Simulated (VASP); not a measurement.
# C in VASP: single point with r2SCAN

Aim: the single point of C with r2SCAN.

Program: VASP 6.6.1. These are calculated values, not measurements. Logs are shortened: lines on timing, memory, paths and dates and some standing lists are left out, and cuts for length are marked.

### 1 The cell of the first run

The cell holds a slab with vacuum, 8 atoms: a = 2.456 Å, b = 2.456 Å, c = 48.456 Å, α = 90.00°, β = 90.00°, γ = 120.00°.

### 2 Single point, r2SCAN

POSCAR reads:

```
C
1.0
    2.4560950215      0.0000000000      0.0000000000
   -1.2280475108      2.1270406828      0.0000000000
    0.0000000000      0.0000000000     48.4559214274
C
8
Direct
    0.0000000000      0.0000000000      0.2862859720
    0.0000000000      0.0000000000      0.7862859720
    0.0000000000      0.0000000000      0.2137140280
    0.0000000000      0.0000000000      0.7137140280
    0.3333333333      0.6666666667      0.2137102128
    0.3333333333      0.6666666667      0.7137102128
    0.6666666667      0.3333333333      0.2862897872
    0.6666666667      0.3333333333      0.7862897872
```

INCAR.step1 reads:

```
PREC     = Accurate       # precision mode
ENCUT    = 520            # plane-wave cutoff, eV
ISMEAR   = 0              # smearing method
SIGMA    = 0.15           # smearing width, eV
LREAL    = False          # projectors in reciprocal space
LASPH    = True           # aspherical terms in the spheres
NELM     = 60             # most SCF steps
NBANDS   = 26             # bands
GGA      = PE             # functional
ALGO     = Normal         # electronic algorithm
EDIFF    = 1E-4           # SCF threshold, eV
LWAVE    = True           # write WAVECAR
LCHARG   = False          # write CHGCAR
```

INCAR.step2 reads:

```
PREC     = Accurate       # precision mode
ENCUT    = 520            # plane-wave cutoff, eV
EDIFF    = 1E-6           # SCF threshold, eV
ISMEAR   = 0              # smearing method
SIGMA    = 0.15           # smearing width, eV
LREAL    = False          # projectors in reciprocal space
LASPH    = True           # aspherical terms in the spheres
NELM     = 60             # most SCF steps
ALGO     = Normal         # electronic algorithm
ISIF     = 2              # what is computed and relaxed
LWAVE    = False          # write WAVECAR
LCHARG   = False          # write CHGCAR
METAGGA  = R2SCAN         # meta-GGA
LMIXTAU  = True         
NBANDS   = 26             # bands
ISTART   = 1
```

KPOINTS reads:

```
Automatic mesh
0
Gamma
  18 18 1
```

Potentials or basis: VASP PAW PBE potentials, release 64 (C).

Launch:

```bash
$ cat potpaw_PBE.64/C/POTCAR > POTCAR
$ cp INCAR.step1 INCAR
$ mpirun -np 1 vasp_std > vasp.out
$ cp INCAR.step2 INCAR
$ mpirun -np 1 vasp_std > vasp.out
```

OUTCAR:

```text
PREC = Accurate
   ENCUT = 520
   EDIFF = 1E-6
   ISMEAR = 0
   LREAL = False
   LASPH = True
   NELM = 60
   ISIF = 2
   METAGGA = R2SCAN
   ISTART = 1

 ion  position               nearest neighbor table
   1  0.000  0.000  0.286-   7 1.42   7 1.42   7 1.42
   2  0.000  0.000  0.786-   8 1.42   8 1.42   8 1.42
   3  0.000  0.000  0.214-   5 1.42   5 1.42   5 1.42
   4  0.000  0.000  0.714-   6 1.42   6 1.42   6 1.42
   5  0.333  0.667  0.214-   3 1.42   3 1.42   3 1.42
   6  0.333  0.667  0.714-   4 1.42   4 1.42   4 1.42
   7  0.667  0.333  0.286-   1 1.42   1 1.42   1 1.42
   8  0.667  0.333  0.786-   2 1.42   2 1.42   2 1.42

  LATTYP: Found a hexagonal cell.
 ALAT       =     2.4560950215
 C/A-ratio  =    19.7288464018

  Lattice vectors:

 A1 = (   2.4560950215,   0.0000000000,   0.0000000000)
 A2 = (  -1.2280475108,   2.1270406828,   0.0000000000)
 A3 = (   0.0000000000,   0.0000000000,  48.4559214274)

Analysis of symmetry for initial positions (statically):
=====================================================================
 Subroutine PRICEL returns following result:

  LATTYP: Found a hexagonal cell.
 ALAT       =     2.4560950215
 C/A-ratio  =     9.8644232009

  Lattice vectors:

 A1 = (   2.4560950215,   0.0000000000,   0.0000000000)
 A2 = (  -1.2280475108,   2.1270406828,   0.0000000000)
 A3 = (   0.0000000000,   0.0000000000,  24.2279607137)

   2 primitive cells build up your supercell.

 Routine SETGRP: Setting up the symmetry group for a
 hexagonal supercell.

 Subroutine GETGRP returns: Found 12 space group operations
 (whereof 12 operations were pure point group operations)
 out of a pool of 24 trial point group operations.

The static configuration has the point symmetry D_3d.

Analysis of symmetry for dynamics (positions and initial velocities):
=====================================================================
 Subroutine PRICEL returns following result:

  LATTYP: Found a hexagonal cell.
 ALAT       =     2.4560950215
 C/A-ratio  =     9.8644232009

  Lattice vectors:

 A1 = (   2.4560950215,   0.0000000000,   0.0000000000)
 A2 = (  -1.2280475108,   2.1270406828,   0.0000000000)
 A3 = (   0.0000000000,   0.0000000000,  24.2279607137)

   2 primitive cells build up your supercell.

 Routine SETGRP: Setting up the symmetry group for a
 hexagonal supercell.

 Subroutine GETGRP returns: Found 12 space group operations
 (whereof 12 operations were pure point group operations)
 out of a pool of 24 trial point group operations.

The dynamic configuration has the point symmetry D_3d.

 Subroutine INISYM returns: Found 12 space group operations
 (whereof 12 operations are pure point group operations),
 and found     2 'primitive' translations

----------------------------------------------------------------------------------------

                                     Primitive cell

  volume of cell :     126.5721

  direct lattice vectors                    reciprocal lattice vectors
     2.456095021  0.000000000  0.000000000     0.407150371  0.235068376  0.000000000
    -1.228047511  2.127040683  0.000000000     0.000000000  0.470136753  0.000000000
     0.000000000  0.000000000 24.227960714     0.000000000  0.000000000  0.041274625

  length of vectors
     2.456095021  2.456095022 24.227960714     0.470136753  0.470136753  0.041274625

  position of ions in fractional coordinates (direct lattice)
     0.000000000  0.000000000  0.572571944
     0.000000000  0.000000000  0.427428056
     0.333333333  0.666666667  0.427420426
     0.666666667  0.333333333  0.572579574

  ion indices of the primitive-cell ions
   primitive index   ion index
                 1           1
                 2           3
                 3           5
                 4           7

----------------------------------------------------------------------------------------

 KPOINTS: Automatic mesh

Automatic generation of k-mesh.
 Grid dimensions read from file:
 generate k-points for:   18   18    1

 Generating k-lattice:

  Cartesian coordinates                     Fractional coordinates (reciprocal lattice)
     0.022619465  0.013059354  0.000000000     0.055555556 -0.000000000  0.000000000
     0.000000000  0.026118708  0.000000000     0.000000000  0.055555556  0.000000000
     0.000000000  0.000000000  0.020637313     0.000000000  0.000000000  1.000000000

  Length of vectors
     0.026118708  0.026118708  0.020637313

  Shift w.r.t. Gamma in fractional coordinates (k-lattice)
     0.000000000  0.000000000  0.000000000

 Subroutine IBZKPT returns following result:
 ===========================================

 Found     37 irreducible k-points:

 Following reciprocal coordinates:
            Coordinates               Weight
  0.000000  0.000000  0.000000      1.000000
  0.055556  0.000000  0.000000      6.000000
  0.111111  0.000000  0.000000      6.000000
  0.166667  0.000000  0.000000      6.000000
  0.222222  0.000000  0.000000      6.000000
  0.277778 -0.000000  0.000000      6.000000
[... 16 lines left out ...]
  0.333333  0.111111  0.000000     12.000000
  0.388889  0.111111  0.000000     12.000000
 [... further k-points ...]
   k-points           NKPTS =     37   k-points in BZ     NKDIM =     37   number of bands    NBANDS=     26
   number of dos      NEDOS =    301   number of ions     NIONS =      8
   total plane-waves  NPLWV = 116640
   dimension x,y,z NGX =    18 NGY =   18 NGZ =  360
   dimension x,y,z NGXF=    36 NGYF=   36 NGZF=  720
   ions per type =               8
   NGX,Y,Z   is equivalent  to a cutoff of  12.18, 12.18, 12.35 a.u.
   NGXF,Y,Z  is equivalent  to a cutoff of  24.37, 24.37, 24.70 a.u.
 SYSTEM =  unknown system
   PREC   = accura    normal or accurate (medium, high low for compatibility)
   ISTART =      1    job   : 0-new  1-cont  2-samecut
   ICHARG =      0    charge: 1-file 2-atom 10-const
   ISPIN  =      1    spin polarized calculation?
   LNONCOLLINEAR =      F non collinear calculations
   LSORBIT =      F    spin-orbit coupling
   LASPH  =      T    aspherical Exc in radial PAW
   ENCUT  =  520.0 eV  38.22 Ry    6.18 a.u.   4.57  4.57 90.10*2*pi/ulx,y,z
   NELM   =     60;   NELMIN=  2; NELMDL=  0     # of ELM steps
   EDIFF  = 0.1E-05   stopping-criterion for ELM
   LREAL  =      F    real-space projection
   EDIFFG = 0.1E-04   stopping-criterion for IOM
   NSW    =      0    number of steps for IOM
   IBRION =     -1    ionic relax: 0-MD 1-quasi-New 2-CG
   NFREE  =      0    steps in history (QN), initial steepest desc. (CG)
   ISIF   =      2    stress and relaxation
   ISYM   =      2    0-nonsym 1-usesym 2-fastsym
   POTIM  = 0.5000    time-step for ionic-motion
   TEBEG  =    0.0;   TEEND  =   0.0 temperature during run
   PSTRESS=    0.0 pullay stress
   NELECT =      32.0000    total number of electrons
   NUPDOWN=      -1.0000    fix difference up-down
   EMIN   =  10.00;   EMAX   =-10.00  energy-range for DOS
   EFERMI =   0.00;   METHOD = LEGACY
   ISMEAR =     0;   SIGMA  =   0.15  broadening in eV -4-tet -1-fermi 0-gaus
   EFERMI_NEDOS =   21; number of points for ismear=-14 and -15
   IALGO  =     38    algorithm
   IMIX   =      4    mixing-type and parameters
     AMIX     =   0.40;   BMIX     =  1.00
     AMIX_MAG =   1.60;   BMIX_MAG =  1.00
  volume/ion in A,a.u.               =      31.64       213.54
  Fermi-wavevector in a.u.,A,eV,Ry     =   0.821616  1.552629  9.184651  0.675053
  Thomas-Fermi vector in A             =   1.932806
   LORBIT       =      0    0 simple, 1 ext, 2 COOP (PROOUT), +10 PAW based schemes
   METAGGA = R2SCAN    functional components
   LHFCALC =     F    Hartree Fock is set to
   AEXX    =    0.0000 exact exchange contribution
   IVDW    =     0    specifies the selected vdW correction
   LEPSILON=     F    determine dielectric tensor
   LRPA    =     F    only Hartree local field effects (RPA)
 non-spin polarized calculation
 Gauss-broadening in eV      SIGMA  =   0.15
  energy-cutoff  :      520.00
  volume of cell :      253.14
 maximum number of plane-waves:      6920
   NGX =  9   NGY =  9   NGZ =181

 number of electron      31.9999989 magnetization

 Free energy of the ion-electron system (eV)
  ---------------------------------------------------
  ext. energy  EPLUGINS =         0.00000000
  ---------------------------------------------------
  free energy    TOTEN  =       -79.43871737 eV

  energy without entropy =      -79.43654039  energy(sigma->0) =      -79.43762888

 E-fermi :  -1.7934     XC(G=0):  -3.3536

 val. band max:       -1.7938455862   @ k =   0.3333   0.3333   0.0000
 cond. band min:      -1.5147090075   @ k =   0.3333   0.3333   0.0000
 fundamental gap:      0.2791365787
 Fermi energy:        -1.7934185772

 k-point     1 :       0.0000    0.0000    0.0000
  band No.  band energies     occupation
      1     -22.6956      2.00000
      2     -22.6956      2.00000
      3     -22.5938      2.00000
      4     -22.5938      2.00000
      5     -10.3091      2.00000
      6     -10.3091      2.00000
[... 18 lines left out ...]
     25       3.7783      0.00000
     26       4.2659      0.00000

 k-point     2 :       0.0556    0.0000    0.0000
  band No.  band energies     occupation
      1     -22.6178      2.00000
      2     -22.6178      2.00000
      3     -22.5165      2.00000
      4     -22.5165      2.00000
      5     -10.2155      2.00000
      6     -10.2155      2.00000
[... 18 lines left out ...]
     25       3.8778      0.00000
     26       4.3671      0.00000

 k-point     3 :       0.1111    0.0000    0.0000
  band No.  band energies     occupation
      1     -22.3847      2.00000
      2     -22.3846      2.00000
      3     -22.2847      2.00000
      4     -22.2847      2.00000
      5      -9.9356      2.00000
      6      -9.9356      2.00000
[... 18 lines left out ...]
     25       4.1761      0.00000
     26       4.6707      0.00000

 k-point     4 :       0.1667    0.0000    0.0000
  band No.  band energies     occupation
      1     -21.9974      2.00000
      2     -21.9974      2.00000
      3     -21.8998      2.00000
      4     -21.8997      2.00000
      5      -9.4724      2.00000
      6      -9.4724      2.00000
[... 18 lines left out ...]
     25       4.6722      0.00000
     26       5.1757      0.00000
[... 496 lines left out ...]
      1     -19.7160      2.00000
      2     -19.7160      2.00000
      3     -19.6317      2.00000
      4     -19.6317      2.00000
      5     -12.0209      2.00000
      6     -12.0209      2.00000
[... 18 lines left out ...]
     25       6.6728      0.00000
     26       6.7865      0.00000

 k-point    23 :       0.3333    0.1111    0.0000
  band No.  band energies     occupation
      1     -18.7593      2.00000
      2     -18.7593      2.00000
      3     -18.6810      2.00000
      4     -18.6810      2.00000
      5     -13.4865      2.00000
      6     -13.4865      2.00000
[... 18 lines left out ...]
     25       7.5521      0.00000
     26       7.5537      0.00000

 k-point    24 :       0.3889    0.1111    0.0000
  band No.  band energies     occupation
      1     -17.7100      2.00000
      2     -17.7100      2.00000
      3     -17.6408      2.00000
      4     -17.6408      2.00000
      5     -14.8528      2.00000
      6     -14.8528      2.00000
[... 18 lines left out ...]
     25       8.5647      0.00000
     26       8.5663      0.00000

 [... further k-points ...]
[... 5 lines left out ...]
  --------------------------------------------------------------------------------------
  -------------------------------------------------------------------------------------
  Total        0.3994798      0.3994798     -0.0560571     -0.0000000      0.0000000     -0.0000000
  in kB        2.5283522      2.5283522     -0.3547915     -0.0000000      0.0000000     -0.0000000
  external PRESSURE =       1.5673043 kB  Pullay stress =       0.0000000 kB

 VOLUME and BASIS-vectors are now :
 -----------------------------------------------------------------------------
  energy-cutoff  :      520.00
  volume of cell :      253.14
      direct lattice vectors                 reciprocal lattice vectors
     2.456095021  0.000000000  0.000000000     0.407150371  0.235068376  0.000000000
    -1.228047511  2.127040683  0.000000000     0.000000000  0.470136753  0.000000000
     0.000000000  0.000000000 48.455921427     0.000000000  0.000000000  0.020637313

 POSITION                                       TOTAL-FORCE (eV/Angst)
 -----------------------------------------------------------------------------------
      0.00000      0.00000     13.87225         0.000000     -0.000000     -0.000354
      0.00000      0.00000     38.10021        -0.000000     -0.000000     -0.000354
      0.00000      0.00000     10.35571        -0.000000      0.000000      0.000354
      0.00000      0.00000     34.58367        -0.000000      0.000000      0.000354
     -0.00000      1.41803     10.35553        -0.000000      0.000000      0.000549
     -0.00000      1.41803     34.58349         0.000000      0.000000      0.000549
      1.22805      0.70901     13.87244        -0.000000     -0.000000     -0.000549
      1.22805      0.70901     38.10040         0.000000     -0.000000     -0.000549
 -----------------------------------------------------------------------------------
    total drift:                                0.000000     -0.000000      0.000000

  FREE ENERGIE OF THE ION-ELECTRON SYSTEM (eV)
  ---------------------------------------------------
  free  energy   TOTEN  =       -79.4387173693 eV

  energy  without entropy=      -79.4365403865  energy(sigma->0) =      -79.43762888
```

Run time: 39 min. Hardware: 1 thread of Oxide Virtual Turin-like, shared host; peak memory 0.43 GiB.

Results:

| Quantity | Value |
| --- | --- |
| Free energy | -79.4387 eV |
| Band gap on the k mesh | zero (filled and empty bands touch) |

Caveat: the PAW data sets were made with another functional, which shifts forces and pressure a little.
